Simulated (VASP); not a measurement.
# Be2Cd2O (P-3m1) in VASP: notebook

Runs on Be2Cd2O. Level: PBE. Tasks: single point, relaxation of cell and atoms.

Everything below comes from runs of VASP 6.6.1. Logs are shortened: lines on timing, memory, paths and dates and some standing lists are left out, and cuts for length are marked.

## 1. The cell of the first run

It takes space group P-3m1 (No. 164, trigonal). The conventional cell has a = 3.694 Å, b = 3.694 Å, c = 6.253 Å, α = 90.00°, β = 90.00°, γ = 120.00°. Within 3.0 Å of Be (site symmetry 3m) lie 4 Cd at 2.24 to 2.32 Å and 3 Be at 2.70 Å. Within 3.0 Å of Cd (site symmetry 3m) lie 4 Be at 2.24 to 2.32 Å and 3 O at 2.68 Å. Within 3.5 Å of O (site symmetry -3m) lie 6 Cd at 2.68 Å and 6 Be at 3.14 Å.

## 2. Single point, PBE, collinear spin, ferromagnetic start

Contents of INCAR:

```
PREC = Accurate
ENCUT = 520
EDIFF = 1E-6
ISMEAR = 0
SIGMA = 0.1
LREAL = False
LASPH = True
NELM = 150
ALGO = Normal
ISIF = 2
LWAVE = False
LCHARG = False
ISPIN = 2
MAGMOM = 0 0 0 0 1
LORBIT = 11
GGA = PE
NBANDS = 29
```

Contents of KPOINTS:

```
Automatic mesh
0
Gamma
  6 6 4
```

Contents of POSCAR:

```
Be2Cd2O
1.0
    3.6938945900      0.0000000000      0.0000000000
   -1.8469473000      3.1990065600      0.0000000000
    0.0000000000      0.0000000000      6.2534579500
Be Cd O
2 2 1
Direct
    0.3333333300      0.6666666700      0.6318000000
    0.6666666700      0.3333333300      0.3682000000
    0.3333333300      0.6666666700      0.2606000000
    0.6666666700      0.3333333300      0.7394000000
    0.0000000000      0.0000000000      0.0000000000
```

Potentials or basis: VASP PAW PBE potentials, release 64 (Be, Cd, O).

Started as:

```
cat potpaw_PBE.64/Be/POTCAR potpaw_PBE.64/Cd/POTCAR potpaw_PBE.64/O/POTCAR > POTCAR
mpirun -np 1 vasp_std > vasp.out
```

OUTCAR:

```text
PREC = Accurate
   ENCUT = 520
   EDIFF = 1E-6
   ISMEAR = 0
   LREAL = False
   LASPH = True
   NELM = 150
   ISIF = 2
   ISPIN = 2
   LORBIT = 11
   GGA = PE

 ion  position               nearest neighbor table
   1  0.333  0.667  0.632-   4 2.24   4 2.24   4 2.24   3 2.32
   2  0.667  0.333  0.368-   3 2.24   3 2.24   3 2.24   4 2.32
   3  0.333  0.667  0.261-   2 2.24   2 2.24   2 2.24   1 2.32   5 2.68   5 2.68   5 2.68   4 3.68
                             4 3.68   4 3.68
   4  0.667  0.333  0.739-   1 2.24   1 2.24   1 2.24   2 2.32   5 2.68   5 2.68   5 2.68   3 3.68
                             3 3.68   3 3.68
   5  0.000  0.000  0.000-   3 2.68   4 2.68   4 2.68   3 2.68   4 2.68   3 2.68

  LATTYP: Found a hexagonal cell.
 ALAT       =     3.6938945900
 C/A-ratio  =     1.6929172714

  Lattice vectors:

 A1 = (   3.6938945900,   0.0000000000,   0.0000000000)
 A2 = (  -1.8469473000,   3.1990065600,   0.0000000000)
 A3 = (   0.0000000000,   0.0000000000,   6.2534579500)

Analysis of symmetry for initial positions (statically):
=====================================================================
 Subroutine PRICEL returns:
 Original cell was already a primitive cell.

 Routine SETGRP: Setting up the symmetry group for a
 hexagonal supercell.

 Subroutine GETGRP returns: Found 12 space group operations
 (whereof 12 operations were pure point group operations)
 out of a pool of 24 trial point group operations.

The static configuration has the point symmetry D_3d.

Analysis of symmetry for dynamics (positions and initial velocities):
=====================================================================
 Subroutine PRICEL returns:
 Original cell was already a primitive cell.

 Routine SETGRP: Setting up the symmetry group for a
 hexagonal supercell.

 Subroutine GETGRP returns: Found 12 space group operations
 (whereof 12 operations were pure point group operations)
 out of a pool of 24 trial point group operations.

The dynamic configuration has the point symmetry D_3d.

Analysis of structural, dynamic, and magnetic symmetry:
=====================================================================
 Subroutine PRICEL returns:
 Original cell was already a primitive cell.

 Routine SETGRP: Setting up the symmetry group for a
 hexagonal supercell.

 Subroutine GETGRP returns: Found 12 space group operations
 (whereof 12 operations were pure point group operations)
 out of a pool of 24 trial point group operations.

The overall configuration has the point symmetry D_3d.

 Subroutine INISYM returns: Found 12 space group operations
 (whereof 12 operations are pure point group operations),
 and found     1 'primitive' translations

----------------------------------------------------------------------------------------

                                     Primitive cell

  volume of cell :      73.8958

  direct lattice vectors                    reciprocal lattice vectors
     3.693894590  0.000000000  0.000000000     0.270716983  0.156298523  0.000000000
    -1.846947300  3.199006560  0.000000000     0.000000000  0.312597046  0.000000000
     0.000000000  0.000000000  6.253457950     0.000000000  0.000000000  0.159911525

  length of vectors
     3.693894590  3.693894598  6.253457950     0.312597046  0.312597046  0.159911525

  position of ions in fractional coordinates (direct lattice)
     0.333333330  0.666666670  0.631800000
     0.666666670  0.333333330  0.368200000
     0.333333330  0.666666670  0.260600000
     0.666666670  0.333333330  0.739400000
     0.000000000  0.000000000  0.000000000

  ion indices of the primitive-cell ions
   primitive index   ion index
                 1           1
                 2           2
                 3           3
                 4           4
                 5           5

----------------------------------------------------------------------------------------

 KPOINTS: Automatic mesh

Automatic generation of k-mesh.
 Grid dimensions read from file:
 generate k-points for:    6    6    4

 Generating k-lattice:

  Cartesian coordinates                     Fractional coordinates (reciprocal lattice)
     0.045119497  0.026049754  0.000000000     0.166666667 -0.000000000  0.000000000
     0.000000000  0.052099508  0.000000000     0.000000000  0.166666667  0.000000000
     0.000000000  0.000000000  0.039977881     0.000000000  0.000000000  0.250000000

  Length of vectors
     0.052099508  0.052099508  0.039977881

  Shift w.r.t. Gamma in fractional coordinates (k-lattice)
     0.000000000  0.000000000  0.000000000

 Subroutine IBZKPT returns following result:
 ===========================================

 Found     24 irreducible k-points:

 Following reciprocal coordinates:
            Coordinates               Weight
  0.000000  0.000000  0.000000      1.000000
  0.166667  0.000000  0.000000      6.000000
  0.333333  0.000000  0.000000      6.000000
  0.500000  0.000000  0.000000      3.000000
  0.166667  0.166667  0.000000      6.000000
  0.333333  0.166667  0.000000     12.000000
[... 16 lines left out ...]
  0.333333  0.166667  0.500000     12.000000
  0.333333  0.333333  0.500000      2.000000
   k-points           NKPTS =     24   k-points in BZ     NKDIM =     24   number of bands    NBANDS=     29
   number of dos      NEDOS =    301   number of ions     NIONS =      5
   total plane-waves  NPLWV =  37632
   dimension x,y,z NGX =    28 NGY =   28 NGZ =   48
   dimension x,y,z NGXF=    56 NGYF=   56 NGZF=   96
   ions per type =               2   2   1
   NGX,Y,Z   is equivalent  to a cutoff of  12.60, 12.60, 12.76 a.u.
   NGXF,Y,Z  is equivalent  to a cutoff of  25.20, 25.20, 25.52 a.u.
 SYSTEM =  unknown system
   PREC   = accura    normal or accurate (medium, high low for compatibility)
   ISTART =      0    job   : 0-new  1-cont  2-samecut
   ICHARG =      2    charge: 1-file 2-atom 10-const
   ISPIN  =      2    spin polarized calculation?
   LNONCOLLINEAR =      F non collinear calculations
   LSORBIT =      F    spin-orbit coupling
   LASPH  =      T    aspherical Exc in radial PAW
   ENCUT  =  520.0 eV  38.22 Ry    6.18 a.u.   6.87  6.87 11.63*2*pi/ulx,y,z
   NELM   =    150;   NELMIN=  2; NELMDL= -5     # of ELM steps
   EDIFF  = 0.1E-05   stopping-criterion for ELM
   LREAL  =      F    real-space projection
   EDIFFG = 0.1E-04   stopping-criterion for IOM
   NSW    =      0    number of steps for IOM
   IBRION =     -1    ionic relax: 0-MD 1-quasi-New 2-CG
   NFREE  =      0    steps in history (QN), initial steepest desc. (CG)
   ISIF   =      2    stress and relaxation
   ISYM   =      2    0-nonsym 1-usesym 2-fastsym
   POTIM  = 0.5000    time-step for ionic-motion
   TEBEG  =    0.0;   TEEND  =   0.0 temperature during run
   PSTRESS=    0.0 pullay stress
   NELECT =      34.0000    total number of electrons
   NUPDOWN=      -1.0000    fix difference up-down
   EMIN   =  10.00;   EMAX   =-10.00  energy-range for DOS
   EFERMI =   0.00;   METHOD = LEGACY
   ISMEAR =     0;   SIGMA  =   0.10  broadening in eV -4-tet -1-fermi 0-gaus
   EFERMI_NEDOS =   21; number of points for ismear=-14 and -15
   IALGO  =     38    algorithm
   IMIX   =      4    mixing-type and parameters
     AMIX     =   0.40;   BMIX     =  1.00
     AMIX_MAG =   1.60;   BMIX_MAG =  1.00
  volume/ion in A,a.u.               =      14.78        99.73
  Fermi-wavevector in a.u.,A,eV,Ry     =   1.263847  2.388325 21.732713  1.597309
  Thomas-Fermi vector in A             =   2.397183
   LORBIT       =     11    0 simple, 1 ext, 2 COOP (PROOUT), +10 PAW based schemes
   GGA     = PE    functional components
   LHFCALC =     F    Hartree Fock is set to
   AEXX    =    0.0000 exact exchange contribution
   IVDW    =     0    specifies the selected vdW correction
   LEPSILON=     F    determine dielectric tensor
   LRPA    =     F    only Hartree local field effects (RPA)
 spin polarized calculation
 Gauss-broadening in eV      SIGMA  =   0.10
  energy-cutoff  :      520.00
  volume of cell :       73.90
 maximum number of plane-waves:      2012
   NGX = 13   NGY = 13   NGZ = 23

 number of electron      34.0000009 magnetization       0.0660410

 number of electron      34.0000009 magnetization      -0.0003821

 Free energy of the ion-electron system (eV)
  ---------------------------------------------------
  ext. energy  EPLUGINS =         0.00000000
  ---------------------------------------------------
  free energy    TOTEN  =       -10.43445339 eV

  energy without entropy =      -10.41953135  energy(sigma->0) =      -10.42699237

 E-fermi :   2.8875     XC(G=0): -10.4467

 val. band max:        2.8790074588   @ k =   0.3333   0.1667   0.0000
 cond. band min:       2.9020463326   @ k =   0.3333   0.0000   0.2500
 fundamental gap:      0.0230388739
 Fermi energy:         2.8874695969

 spin component 1

 k-point     1 :       0.0000    0.0000    0.0000
  band No.  band energies     occupation
      1     -14.0246      1.00000
      2      -6.7676      1.00000
      3      -6.7084      1.00000
      4      -6.7084      1.00000
      5      -6.6730      1.00000
      6      -6.6639      1.00000
[... 757 lines left out ...]
     28      13.9754      0.00000
     29      15.6133      0.00000
 Fermi energy:         2.8874695969

 spin component 2

 k-point     1 :       0.0000    0.0000    0.0000
  band No.  band energies     occupation
      1     -14.0250      1.00000
      2      -6.7676      1.00000
      3      -6.7084      1.00000
      4      -6.7084      1.00000
      5      -6.6730      1.00000
      6      -6.6639      1.00000
[... 757 lines left out ...]
     28      13.9752      0.00000
     29      15.6134      0.00000

------------------------ aborting loop because EDIFF is reached ----------------------------------------

  FORCE on cell =-STRESS in cart. coord.  units (eV):
  Direction    XX          YY          ZZ          XY          YZ          ZX
  --------------------------------------------------------------------------------------
  -------------------------------------------------------------------------------------
  Total        4.3786942      4.3786942      1.3191323     -0.0000000      0.0000000      0.0000000
  in kB       94.9369626     94.9369630     28.6008593     -0.0000001      0.0000000      0.0000000
  external PRESSURE =      72.8249283 kB  Pullay stress =       0.0000000 kB

 VOLUME and BASIS-vectors are now :
 -----------------------------------------------------------------------------
  energy-cutoff  :      520.00
  volume of cell :       73.90
      direct lattice vectors                 reciprocal lattice vectors
     3.693894590  0.000000000  0.000000000     0.270716983  0.156298523  0.000000000
    -1.846947300  3.199006560  0.000000000     0.000000000  0.312597046  0.000000000
     0.000000000  0.000000000  6.253457950     0.000000000  0.000000000  0.159911525

 POSITION                                       TOTAL-FORCE (eV/Angst)
 -----------------------------------------------------------------------------------
     -0.00000      2.13267      3.95093         0.000000     -0.000000     -1.587088
      1.84695      1.06634      2.30252        -0.000000      0.000000      1.587088
     -0.00000      2.13267      1.62965        -0.000000     -0.000000     -3.646145
      1.84695      1.06634      4.62381         0.000000      0.000000      3.646145
      0.00000      0.00000      0.00000        -0.000000      0.000000      0.000000
 -----------------------------------------------------------------------------------
    total drift:                               -0.000000     -0.000000      0.000000

  FREE ENERGIE OF THE ION-ELECTRON SYSTEM (eV)
  ---------------------------------------------------
  free  energy   TOTEN  =       -10.4344533927 eV

  energy  without entropy=      -10.4195313478  energy(sigma->0) =      -10.42699237

 total charge

# of ion       s       p       d       tot
------------------------------------------
    1        0.470   0.556   0.000   1.026
    2        0.470   0.556   0.000   1.026
    3        0.623   0.384   9.446  10.454
    4        0.623   0.384   9.446  10.454
    5        1.606   3.166   0.000   4.771
--------------------------------------------------
tot          3.793   5.046  18.893  27.732

 magnetization (x)

# of ion       s       p       d       tot
------------------------------------------
    1       -0.000  -0.000   0.000  -0.000
    2       -0.000  -0.000   0.000  -0.000
    3        0.000  -0.000  -0.000  -0.000
    4        0.000  -0.000  -0.000  -0.000
    5        0.000  -0.000   0.000  -0.000
--------------------------------------------------
tot         -0.000  -0.000  -0.000  -0.000
```

It took 42 s on 1 thread of Intel Xeon 6975P-C (Granite Rapids), shared host; peak memory 0.26 GiB.

Results:

```yaml
Free_energy: -10.4345 eV
Pressure: 7.3 GPa
Largest_force: 3.646 eV/Å
Band_gap_on_the_k_mesh: zero (filled and empty bands overlap)
Net_moment: 0.00 μB per cell
Valence_electrons_inside_the_program's_atomic_spheres: Be 1.03; Cd 10.45; O 4.77
```

Forces on the atoms (eV/Å):
```
Be   0.000  0.000 -1.587
Be   0.000  0.000  1.587
Cd   0.000  0.000 -3.646
Cd   0.000  0.000  3.646
O    0.000  0.000  0.000
```

Stress tensor (GPa, compression positive):
```
9.49 0.00 0.00
0.00 9.49 0.00
0.00 0.00 2.86
```

Caveat: forces of over 1 eV/Å act on the atoms, so gaps and moduli don't describe the material at rest.

## 3. Relaxation of cell and atoms, PBE

This run uses another cell than the first one, of 14.34 Å³/atom, 0.971 times its volume.

Contents of INCAR:

```
SYSTEM = Be2Cd2O
PREC     = Accurate       ! precision mode
ENCUT    = 600            ! plane-wave cutoff, eV
EDIFF    = 1E-6           ! SCF threshold, eV
ISMEAR   = 0              ! smearing method
SIGMA    = 0.1            ! smearing width, eV
LREAL    = .False.        ! projectors in reciprocal space
LASPH    = .True.         ! aspherical terms in the spheres
NELM     = 60             ! most SCF steps
ALGO     = Normal         ! electronic algorithm
ISIF     = 3              ! what is computed and relaxed
LWAVE    = .False.        ! write WAVECAR
LCHARG   = .False.        ! write CHGCAR
GGA      = PE             ! functional
IBRION   = 2              ! ionic algorithm
NSW      = 100            ! ionic steps
EDIFFG   = -0.01          ! ionic threshold
```

Contents of KPOINTS:

```
Automatic mesh
0
Gamma
  12 12 6
  0 0 0
```

Contents of POSCAR:

```
Be2Cd2O
1.0
    3.4201602235      0.0000000000      0.0000000000
   -1.7100801118      2.9619456386      0.0000000000
    0.0000000000      0.0000000000      7.0800697718
Be Cd O
2 2 1
Direct
    0.3333333333      0.6666666667      0.5560122784
    0.6666666667      0.3333333333      0.4439877216
    0.3333333333      0.6666666667      0.1975578432
    0.6666666667      0.3333333333      0.8024421568
    0.0000000000      0.0000000000      0.0000000000
```

Potentials or basis: VASP PAW PBE potentials, release 64 (Be, Cd, O).

Started as:

```
cat potpaw_PBE.64/Be/POTCAR potpaw_PBE.64/Cd/POTCAR potpaw_PBE.64/O/POTCAR > POTCAR
mpirun -np 1 vasp_std > vasp.out
```

Wall time 4 min (1 thread of Intel Xeon 6975P-C (Granite Rapids), shared host); peak memory 0.33 GiB.

The run converged. Its results:

```
Free energy                            : -13.6090 eV
Relaxed volume                         : 14.44 Å³/atom
Relaxed cell                           : a = 3.420 Å, b = 3.420 Å, c = 7.128 Å, α = 90.00°, β = 90.00°, γ = 120.00°
Space group after relaxing (to 0.05 Å) : P-3m1 (No. 164)
Energy gained by relaxing              : 0.4 meV/atom
Ionic steps                            : 7
Pressure after relaxing                : 0.0 GPa
Largest force after relaxing           : 0.004 eV/Å
Band gap on the k mesh                 : zero (band 17 reaches 4.78 eV, above the bottom of band 18 at 2.51 eV)
```

Forces in eV/Å, atoms in the order of the input:
```
Be   0.000  0.000  0.004
Be   0.000  0.000 -0.004
Cd   0.000  0.000  0.004
Cd   0.000  0.000 -0.004
O    0.000  0.000  0.000
```

Step by step:
```tsv
step	energy change (eV)	largest force (eV/Å)	pressure (GPa)	volume (Å³)
1	0.0000	0.0589	0.68	71.72
2	-0.0016	0.0301	-0.11	72.36
3	-0.0016	0.0313	-0.09	72.33
4	-0.0016	0.0317	-0.09	72.32
5	-0.0018	0.0254	-0.05	72.29
6	-0.0021	0.0128	0.00	72.20
7	-0.0021	0.0038	-0.01	72.20
```

Final structure:
```
CELL_PARAMETERS angstrom
3.41989 0.00000 0.00000
-1.70995 2.96172 0.00000
0.00000 0.00000 7.12786
ATOMIC_POSITIONS crystal
Be 0.33333 0.66667 0.55745
Be 0.66667 0.33333 0.44255
Cd 0.33333 0.66667 0.19726
Cd 0.66667 0.33333 0.80274
O 0.00000 0.00000 0.00000
```

Levels at points of the mesh, in eV from the Fermi level:
| k point | band 15 | band 16 | band 17 | band 18 | band 19 | band 20 |
| --- | --- | --- | --- | --- | --- | --- |
| (0.00, 0.00, 0.00) | -2.29 | -2.29 | -1.72 | 3.27 | 3.27 | 4.70 |
| (0.50, 0.00, 0.00) | -3.86 | -2.85 | -1.58 | 1.18 | 1.23 | 2.52 |
| (0.00, 0.00, 0.50) | -2.30 | -2.30 | 0.97 | 1.48 | 3.34 | 3.34 |
| (0.50, 0.00, 0.50) | -2.80 | -2.79 | -0.50 | -0.29 | 1.02 | 2.61 |
